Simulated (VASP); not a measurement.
A run of VASP 6.6.1 is set up as follows.

Contents of INCAR:

```
PREC     = Accurate       # precision mode
ENCUT    = 520            # plane-wave cutoff, eV
EDIFF    = 1E-7           # SCF threshold, eV
ISMEAR   = -1             # smearing method
SIGMA    = 0.05           # smearing width, eV
LREAL    = F              # projectors in reciprocal space
LASPH    = T              # aspherical terms in the spheres
NELM     = 100            # most SCF steps
ALGO     = Fast           # electronic algorithm
ISIF     = 2              # what is computed and relaxed
LWAVE    = F              # write WAVECAR
LCHARG   = F              # write CHGCAR
GGA      = PE             # functional
NBANDS   = 18             # bands
```

The input KPOINTS:

```
Automatic mesh
0
Gamma
  9 9 9
```

POSCAR

```
ZnCu
1.0
    2.9265632835      0.0000000000      0.0000000000
    0.0000000000      2.9265632835      0.0000000000
    0.0000000000      0.0000000000      2.9265632835
Zn Cu
1 1
Direct
    0.5000000000      0.5000000000      0.5000000000
    0.0000000000      0.0000000000      0.0000000000
```

Potentials or basis: VASP PAW PBE potentials, release 64 (Zn, Cu).

Command:

```bash
$ cat potpaw_PBE.64/Zn/POTCAR potpaw_PBE.64/Cu/POTCAR > POTCAR
$ mpirun -np 1 vasp_std > vasp.out
```

**Question.** What does it give for the band gap on the k mesh?

**Answer.** Zero (an odd number of electrons rules out a gap without spin polarisation).

**Question.** Estimate the pressure.

**Answer.** 5.5 GPa.

Caveat: the cell stands under pressure.
